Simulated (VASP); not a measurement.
# MgO (pbe) (I4/mmm) in VASP: a series of runs

Runs on MgO (pbe). Level: PBE. Tasks: single point.

Everything below comes from runs of VASP 6.6.1. Logs are shortened: lines on timing, memory, paths and dates and some standing lists are left out, and cuts for length are marked.

### 1 The cell of the first run

The structure is tetragonal, space group I4/mmm (No. 139). The conventional cell has a = 2.978 Å, b = 2.978 Å, c = 4.280 Å, α = 90.00°, β = 90.00°, γ = 90.00°. Within 2.8 Å of Mg (site symmetry 4/mmm) lie 6 O at 2.11 to 2.14 Å. O (site symmetry 4/mmm) has 6 Mg at 2.11 to 2.14 Å within 2.8 Å.

### 2 Single point, PBE (strained cell)

Input file INCAR:

```
  PREC = Accurate
  ENCUT = 600
  EDIFF = 1E-6
  ISMEAR = 0
  SIGMA = 0.02
  LREAL = False
  LASPH = True
  NELM = 120
  ALGO = Normal
  ISIF = 2
  LWAVE = False
  LCHARG = False
  GGA = PE
  NBANDS = 11
  GGA_COMPAT = False
```

Input file KPOINTS:

```
Automatic mesh
0
Gamma
  8 8 8
```

Input file POSCAR:

```
MgO
1.0
    0.0000000000      2.1059355641      2.1399708864
    2.1059355641      0.0000000000      2.1399708864
    2.1059355641      2.1059355641      0.0000000000
Mg O
1 1
Direct
    0.0000000000      0.0000000000      0.0000000000
    0.5000000000      0.5000000000      0.5000000000
```

Potentials or basis: VASP PAW PBE potentials, release 64 (Mg, O).

On the command line:

```console
$ cat potpaw_PBE.64/Mg/POTCAR potpaw_PBE.64/O/POTCAR > POTCAR
$ mpirun -np 1 vasp_std > vasp.out
```

OUTCAR:

```text
PREC = Accurate
   ENCUT = 600
   EDIFF = 1E-6
   ISMEAR = 0
   LREAL = False
   LASPH = True
   NELM = 120
   ISIF = 2
   GGA = PE

 ion  position               nearest neighbor table
   1  0.000  0.000  0.000-   2 2.11   2 2.11   2 2.11   2 2.11   2 2.14   2 2.14
   2  0.500  0.500  0.500-   1 2.11   1 2.11   1 2.11   1 2.11   1 2.14   1 2.14

  LATTYP: Found a body centered tetragonal cell.
 ALAT       =     2.9782426362
 C/A-ratio  =     1.4370695392

  Lattice vectors:

 A1 = (  -2.1059355641,   0.0000000000,   2.1399708864)
 A2 = (   2.1059355641,   0.0000000000,   2.1399708864)
 A3 = (   0.0000000000,   2.1059355641,  -2.1399708864)

Analysis of symmetry for initial positions (statically):
=====================================================================
 Subroutine PRICEL returns:
 Original cell was already a primitive cell.

 Routine SETGRP: Setting up the symmetry group for a
 body centered tetragonal supercell.

 Subroutine GETGRP returns: Found 16 space group operations
 (whereof 16 operations were pure point group operations)
 out of a pool of 16 trial point group operations.

The static configuration has the point symmetry D_4h.

Analysis of symmetry for dynamics (positions and initial velocities):
=====================================================================
 Subroutine PRICEL returns:
 Original cell was already a primitive cell.

 Routine SETGRP: Setting up the symmetry group for a
 body centered tetragonal supercell.

 Subroutine GETGRP returns: Found 16 space group operations
 (whereof 16 operations were pure point group operations)
 out of a pool of 16 trial point group operations.

The dynamic configuration has the point symmetry D_4h.

 Subroutine INISYM returns: Found 16 space group operations
 (whereof 16 operations are pure point group operations),
 and found     1 'primitive' translations

----------------------------------------------------------------------------------------

                                     Primitive cell

  volume of cell :      18.9814

  direct lattice vectors                    reciprocal lattice vectors
     0.000000000  2.105935564  2.139970886    -0.237424168  0.237424168  0.233648038
     2.105935564  0.000000000  2.139970886     0.237424168 -0.237424168  0.233648038
     2.105935564  2.105935564  0.000000000     0.237424168  0.237424168 -0.233648038

  length of vectors
     3.002405701  3.002405701  2.978242636     0.409062193  0.409062193  0.409062193

[... 83 lines left out ...]
   NSW    =      0    number of steps for IOM
   IBRION =     -1    ionic relax: 0-MD 1-quasi-New 2-CG
   NFREE  =      0    steps in history (QN), initial steepest desc. (CG)
   ISIF   =      2    stress and relaxation
   ISYM   =      2    0-nonsym 1-usesym 2-fastsym
   POTIM  = 0.5000    time-step for ionic-motion
   TEBEG  =    0.0;   TEEND  =   0.0 temperature during run
   PSTRESS=    0.0 pullay stress
   NELECT =       8.0000    total number of electrons
   NUPDOWN=      -1.0000    fix difference up-down
   EMIN   =  10.00;   EMAX   =-10.00  energy-range for DOS
   EFERMI =   0.00;   METHOD = LEGACY
   ISMEAR =     0;   SIGMA  =   0.02  broadening in eV -4-tet -1-fermi 0-gaus
   EFERMI_NEDOS =   21; number of points for ismear=-14 and -15
   IALGO  =     38    algorithm
   IMIX   =      4    mixing-type and parameters
     AMIX     =   0.40;   BMIX     =  1.00
     AMIX_MAG =   1.60;   BMIX_MAG =  1.00
  volume/ion in A,a.u.               =       9.49        64.05
  Fermi-wavevector in a.u.,A,eV,Ry     =   1.227426  2.319500 20.498208  1.506576
  Thomas-Fermi vector in A             =   2.362390
   LORBIT       =      0    0 simple, 1 ext, 2 COOP (PROOUT), +10 PAW based schemes
   GGA     = PE    functional components
   LHFCALC =     F    Hartree Fock is set to
   AEXX    =    0.0000 exact exchange contribution
   IVDW    =     0    specifies the selected vdW correction
   LEPSILON=     F    determine dielectric tensor
   LRPA    =     F    only Hartree local field effects (RPA)
 non-spin polarized calculation
 Gauss-broadening in eV      SIGMA  =   0.02
  energy-cutoff  :      600.00
  volume of cell :       18.98
 maximum number of plane-waves:       644
   NGX = 11   NGY = 11   NGZ = 11

 number of electron       8.0000004 magnetization

 Free energy of the ion-electron system (eV)
  ---------------------------------------------------
  ext. energy  EPLUGINS =         0.00000000
  ---------------------------------------------------
  free energy    TOTEN  =       -11.91220917 eV

  energy without entropy =      -11.91220917  energy(sigma->0) =      -11.91220917

 E-fermi :   3.2516     XC(G=0): -11.0028

 val. band max:        3.0890033726   @ k =   0.0000   0.0000   0.0000
 cond. band min:       7.6392912140   @ k =   0.0000   0.0000   0.0000
 fundamental gap:      4.5502878413
 Fermi energy:         3.2515530964

 k-point     1 :       0.0000    0.0000    0.0000
  band No.  band energies     occupation
      1     -14.1158      2.00000
      2       3.0547      2.00000
      3       3.0547      2.00000
      4       3.0890      2.00000
      5       7.6393      0.00000
      6      18.6699      0.00000
      7      18.8373      0.00000
      8      18.8373      0.00000
      9      22.6559      0.00000
     10      24.1554      0.00000
     11      24.6701      0.00000
[... 309 lines left out ...]
 k-point    24 :       0.3750    0.0000    0.1250
  band No.  band energies     occupation
      1     -13.1364      2.00000
      2      -0.4856      2.00000
      3       2.2396      2.00000
      4       2.3772      2.00000
      5      11.2250      0.00000
      6      14.8567      0.00000
      7      18.3782      0.00000
      8      19.7362      0.00000
      9      22.2304      0.00000
     10      25.3461      0.00000
     11      26.3143      0.00000

 [... further k-points ...]
[... 5 lines left out ...]
  --------------------------------------------------------------------------------------
  -------------------------------------------------------------------------------------
  Total        0.2599067      0.2599067     -0.0968896      0.0000000      0.0000000     -0.0000000
  in kB       21.9381493     21.9381493     -8.1782335      0.0000000      0.0000000     -0.0000000
  external PRESSURE =      11.8993550 kB  Pullay stress =       0.0000000 kB

 VOLUME and BASIS-vectors are now :
 -----------------------------------------------------------------------------
  energy-cutoff  :      600.00
  volume of cell :       18.98
      direct lattice vectors                 reciprocal lattice vectors
     0.000000000  2.105935564  2.139970886    -0.237424168  0.237424168  0.233648038
     2.105935564  0.000000000  2.139970886     0.237424168 -0.237424168  0.233648038
     2.105935564  2.105935564  0.000000000     0.237424168  0.237424168 -0.233648038

 POSITION                                       TOTAL-FORCE (eV/Angst)
 -----------------------------------------------------------------------------------
      0.00000      0.00000      0.00000         0.000000     -0.000000      0.000000
      2.10594      2.10594      2.13997        -0.000000      0.000000     -0.000000
 -----------------------------------------------------------------------------------
    total drift:                               -0.000000     -0.000000      0.000000

  FREE ENERGIE OF THE ION-ELECTRON SYSTEM (eV)
  ---------------------------------------------------
  free  energy   TOTEN  =       -11.9122091719 eV

  energy  without entropy=      -11.9122091719  energy(sigma->0) =      -11.91220917
```

stdout:

```text
POSCAR found type information on POSCAR MgO
 POSCAR found :  2 types and       2 ions
 scaLAPACK will be used
 LDA part: xc-table for (Slater+PW92), standard interpolation
 POSCAR, INCAR and KPOINTS ok, starting setup
 FFT: planning ... GRIDC
 FFT: planning ... GRID_SOFT
 FFT: planning ... GRID
 WAVECAR not read
 entering main loop
```

It took 7.8 s on 1 thread of Intel Xeon Platinum 8259CL at 2.50GHz (Skylake/Cascade Lake), shared host; peak memory 0.14 GiB.

What came out:

```
Free energy            : -11.9122 eV
Pressure               : 1.2 GPa
Band gap on the k mesh : 4.55 eV, direct
```

Levels at points of the mesh, in eV from the valence-band top:
| k point | band 1 | band 2 | band 3 | band 4 | band 5 | band 6 | band 7 | band 8 | band 9 |
| --- | --- | --- | --- | --- | --- | --- | --- | --- | --- |
| (0.00, 0.00, 0.00) | -17.20 | -0.03 | -0.03 | 0.00 | 4.55 | 15.58 | 15.75 | 15.75 | 19.57 |
| (0.50, 0.00, 0.00) | -15.96 | -4.57 | -0.68 | -0.64 | 7.77 | 12.40 | 15.96 | 16.31 | 20.63 |
| (0.50, 0.50, 0.00) | -15.74 | -4.08 | -1.30 | -1.30 | 9.19 | 9.79 | 12.77 | 18.84 | 18.84 |
| (0.50, 0.00, 0.50) | -15.69 | -4.02 | -1.42 | -1.32 | 9.03 | 9.77 | 12.98 | 18.49 | 18.80 |

Caveat: the cell differs from its parent crystal (strained cell).

(Part 1 of 2 ends here.)
